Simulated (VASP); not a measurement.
Runs of VASP 6.6.1 on ZrH2. The structure is that of space group Fm-3m (No. 225), or close to it. The cells are those of the table. 

| cell | gap on the mesh (eV) | pressure (GPa) |
| --- | --- | --- |
| a = 3.348 Å, angles 60.0°, 3 atoms | none | 2.6 |
| a = 3.461 Å, angles 60.0°, 3 atoms | none | -9.9 |
| a = 3.345 Å, angles 60.0°, 3 atoms | none | (a) |
| a = 3.376 Å, angles 60.0°, 3 atoms | none | -1.0 |

Alike in all rows: task single point; level PBEsol; potentials or basis VASP PAW PBE potentials, release 64 (Zr_sv, H); no spin polarisation; k mesh 16 × 16 × 16; cutoff (eV) 520; smearing gaussian 0.1 eV.

Q: Fill in the values left out.

A: (a) 3.1.

Caveats: the PAW data sets were made with another functional, which shifts forces and pressure a little; the cell stands under tension (at least some runs); the cell stands under pressure (at least some runs).

A k mesh can miss the band edges, and the runs leave out spin-orbit coupling on Zr.

A gap of «none» marks levels without a gap at the run's occupations.
